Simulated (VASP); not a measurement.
# V (I4/mmm) in VASP: single point with PBE

Aim: the single point of V with PBE.

Program: VASP 6.6.1. These are calculated values, not measurements. Logs are shortened: lines on timing, memory, paths and dates and some standing lists are left out, and cuts for length are marked.

## Step 1: The cell of the first run

Symmetry: I4/mmm, No. 139, tetragonal system. The conventional cell has a = 2.935 Å, b = 2.935 Å, c = 3.071 Å, α = 90.00°, β = 90.00°, γ = 90.00°. V (site symmetry 4/mmm) has 14 V at 2.58 to 3.07 Å within 3.4 Å.

## Step 2: Single point, PBE (strain -0.030 along x and y, +0.015 along z)

Contents of INCAR:

```
PREC = Accurate ; ENCUT = 520
EDIFF = 1E-7 ; ISMEAR = 0
SIGMA = 0.15 ; LREAL = F
LASPH = T ; NELM = 80
ALGO = Normal ; ISIF = 2
LWAVE = F ; LCHARG = T
GGA = PE ; LELF = T
LVHAR = T ; NBANDS = 12
```

Contents of KPOINTS:

```
regular mesh
0
Gamma
  22 22 22
```

Contents of POSCAR:

```
V
1.0
   -1.4676100000      1.4676100000      1.5356950000
    1.4676100000     -1.4676100000      1.5356950000
    1.4676100000      1.4676100000     -1.5356950000
V
1
Direct
    0.0000000000      0.0000000000      0.0000000000
```

Potentials or basis: VASP PAW PBE potentials, release 64 (V_sv).

Launch:

```
$ cat potpaw_PBE.64/V_sv/POTCAR > POTCAR
$ mpirun -np 1 vasp_std > vasp.out
```

OUTCAR:

```text
PREC = Accurate
   ENCUT = 520
   EDIFF = 1E-7
   ISMEAR = 0
   LREAL = F
   LASPH = T
   NELM = 80
   ISIF = 2
   GGA = PE

 ion  position               nearest neighbor table
   1  0.000  0.000  0.000-

  LATTYP: Found a body centered tetragonal cell.
 ALAT       =     2.9352200000
 C/A-ratio  =     1.0463917526

  Lattice vectors:

 A1 = (  -1.4676100000,   1.4676100000,   1.5356950000)
 A2 = (   1.4676100000,  -1.4676100000,   1.5356950000)
 A3 = (   1.4676100000,   1.4676100000,  -1.5356950000)

Analysis of symmetry for initial positions (statically):
=====================================================================
 Subroutine PRICEL returns:
 Original cell was already a primitive cell.

 Routine SETGRP: Setting up the symmetry group for a
 body centered tetragonal supercell.

 Subroutine GETGRP returns: Found 16 space group operations
 (whereof 16 operations were pure point group operations)
 out of a pool of 16 trial point group operations.

The static configuration has the point symmetry D_4h.

Analysis of symmetry for dynamics (positions and initial velocities):
=====================================================================
 Subroutine PRICEL returns:
 Original cell was already a primitive cell.

 Routine SETGRP: Setting up the symmetry group for a
 body centered tetragonal supercell.

 Subroutine GETGRP returns: Found 16 space group operations
 (whereof 16 operations were pure point group operations)
 out of a pool of 16 trial point group operations.

The dynamic configuration has the point symmetry D_4h.

 Subroutine INISYM returns: Found 16 space group operations
 (whereof 16 operations are pure point group operations),
 and found     1 'primitive' translations

----------------------------------------------------------------------------------------

                                     Primitive cell

  volume of cell :      13.2308

  direct lattice vectors                    reciprocal lattice vectors
    -1.467610000  1.467610000  1.535695000     0.000000000  0.340689965  0.325585484
     1.467610000 -1.467610000  1.535695000     0.340689965  0.000000000  0.325585484
     1.467610000  1.467610000 -1.535695000     0.340689965  0.340689965  0.000000000

  length of vectors
     2.581882522  2.581882522  2.581882522     0.471248936  0.471248936  0.481808370

  position of ions in fractional coordinates (direct lattice)
     0.000000000  0.000000000  0.000000000

  ion indices of the primitive-cell ions
   primitive index   ion index
[... 75 lines left out ...]
   EDIFFG = 0.1E-05   stopping-criterion for IOM
   NSW    =      0    number of steps for IOM
   IBRION =     -1    ionic relax: 0-MD 1-quasi-New 2-CG
   NFREE  =      0    steps in history (QN), initial steepest desc. (CG)
   ISIF   =      2    stress and relaxation
   ISYM   =      2    0-nonsym 1-usesym 2-fastsym
   POTIM  = 0.5000    time-step for ionic-motion
   TEBEG  =    0.0;   TEEND  =   0.0 temperature during run
   PSTRESS=    0.0 pullay stress
   NELECT =      13.0000    total number of electrons
   NUPDOWN=      -1.0000    fix difference up-down
   EMIN   =  10.00;   EMAX   =-10.00  energy-range for DOS
   EFERMI =   0.00;   METHOD = LEGACY
   ISMEAR =     0;   SIGMA  =   0.15  broadening in eV -4-tet -1-fermi 0-gaus
   EFERMI_NEDOS =   21; number of points for ismear=-14 and -15
   IALGO  =     38    algorithm
   IMIX   =      4    mixing-type and parameters
     AMIX     =   0.40;   BMIX     =  1.00
     AMIX_MAG =   1.60;   BMIX_MAG =  1.00
  volume/ion in A,a.u.               =      13.23        89.29
  Fermi-wavevector in a.u.,A,eV,Ry     =   1.627523  3.075573 36.039544  2.648832
  Thomas-Fermi vector in A             =   2.720304
   LORBIT       =      0    0 simple, 1 ext, 2 COOP (PROOUT), +10 PAW based schemes
   GGA     = PE    functional components
   LHFCALC =     F    Hartree Fock is set to
   AEXX    =    0.0000 exact exchange contribution
   IVDW    =     0    specifies the selected vdW correction
   LEPSILON=     F    determine dielectric tensor
   LRPA    =     F    only Hartree local field effects (RPA)
 non-spin polarized calculation
 Gauss-broadening in eV      SIGMA  =   0.15
  energy-cutoff  :      520.00
  volume of cell :       13.23
 maximum number of plane-waves:       382
   NGX =  9   NGY =  9   NGZ =  9

 number of electron      12.9999997 magnetization

 Free energy of the ion-electron system (eV)
  ---------------------------------------------------
  ext. energy  EPLUGINS =         0.00000000
  ---------------------------------------------------
  free energy    TOTEN  =        -8.99132420 eV

  energy without entropy =       -8.97135260  energy(sigma->0) =       -8.98133840

 E-fermi :   9.9457     XC(G=0): -13.0015

 val. band max:        9.9449872911   @ k =   0.1818   0.0455   0.0000
 cond. band min:       9.9467173289   @ k =  -0.1364   0.1364   0.0455
 fundamental gap:      0.0017300378
 Fermi energy:         9.9456685153

 k-point     1 :       0.0000    0.0000    0.0000
  band No.  band energies     occupation
      1     -53.7645      2.00000
      2     -27.0358      2.00000
      3     -27.0358      2.00000
      4     -27.0352      2.00000
      5       3.3076      2.00000
      6      10.2423      0.00517
      7      10.2423      0.00517
      8      10.6002      0.00000
      9      12.1817      0.00000
     10      12.5914      0.00000
     11      29.9643      0.00000
     12      30.8892      0.00000
[... 331 lines left out ...]
 k-point    24 :      -0.4545    0.0455   -0.0000
  band No.  band energies     occupation
      1     -53.5630      2.00000
      2     -27.9445      2.00000
      3     -27.3111      2.00000
      4     -27.0449      2.00000
      5       6.7557      2.00000
      6       8.9889      2.00000
      7      10.9126      0.00000
      8      12.1959      0.00000
      9      12.8488      0.00000
     10      14.0117      0.00000
     11      20.8565      0.00000
     12      26.3191      0.00000

 [... further k-points ...]
[... 5 lines left out ...]
  --------------------------------------------------------------------------------------
  -------------------------------------------------------------------------------------
  Total        0.4684570      0.4684570     -0.0216491      0.0000000      0.0000000      0.0000000
  in kB       56.7275482     56.7275482     -2.6215895      0.0000000      0.0000000      0.0000000
  external PRESSURE =      36.9445023 kB  Pullay stress =       0.0000000 kB

 VOLUME and BASIS-vectors are now :
 -----------------------------------------------------------------------------
  energy-cutoff  :      520.00
  volume of cell :       13.23
      direct lattice vectors                 reciprocal lattice vectors
    -1.467610000  1.467610000  1.535695000     0.000000000  0.340689965  0.325585484
     1.467610000 -1.467610000  1.535695000     0.340689965  0.000000000  0.325585484
     1.467610000  1.467610000 -1.535695000     0.340689965  0.340689965  0.000000000

 POSITION                                       TOTAL-FORCE (eV/Angst)
 -----------------------------------------------------------------------------------
      0.00000      0.00000      0.00000        -0.000000      0.000000     -0.000000
 -----------------------------------------------------------------------------------
    total drift:                                0.000000     -0.000000      0.000000

  FREE ENERGIE OF THE ION-ELECTRON SYSTEM (eV)
  ---------------------------------------------------
  free  energy   TOTEN  =        -8.9913242007 eV

  energy  without entropy=       -8.9713525987  energy(sigma->0) =       -8.98133840
```

stdout:

```text
POSCAR found type information on POSCAR V
 POSCAR found :  1 types and       1 ions
 scaLAPACK will be used
 LDA part: xc-table for (Slater+PW92), standard interpolation
 POSCAR, INCAR and KPOINTS ok, starting setup
 FFT: planning ... GRIDC
 FFT: planning ... GRID_SOFT
 FFT: planning ... GRID
 WAVECAR not read
 entering main loop
```

It took 70 s on 1 thread of Intel Xeon Platinum 8375C at 2.90GHz (Ice Lake), shared host; peak memory 0.24 GiB.

What came out:

```yaml
Free_energy: -8.9913 eV
Pressure: 3.7 GPa
Band_gap_on_the_k_mesh: zero (an odd number of electrons rules out a gap without spin polarisation)
```

Stress tensor (GPa, compression positive):
```
 5.67  0.00  0.00
 0.00  5.67  0.00
 0.00  0.00 -0.26
```

Levels at points of the mesh, in eV from the Fermi level:
```
           k point  band 5  band 6  band 7  band 8  band 9  band 10
(0.00, 0.00, 0.00)   -6.64    0.30    0.30    0.65    2.24     2.65
(0.50, 0.00, 0.00)   -3.23   -1.02    1.57    2.24    2.85     4.17
(0.50, 0.50, 0.00)   -3.27   -1.46    1.95    2.73    2.96     4.23
(0.50, 0.50, 0.50)   -3.15   -3.02    3.73    3.83    3.83     9.38
```

Caveat: the cell differs from its parent crystal (strain -0.030 along x and y, +0.015 along z); the cell stands under pressure.
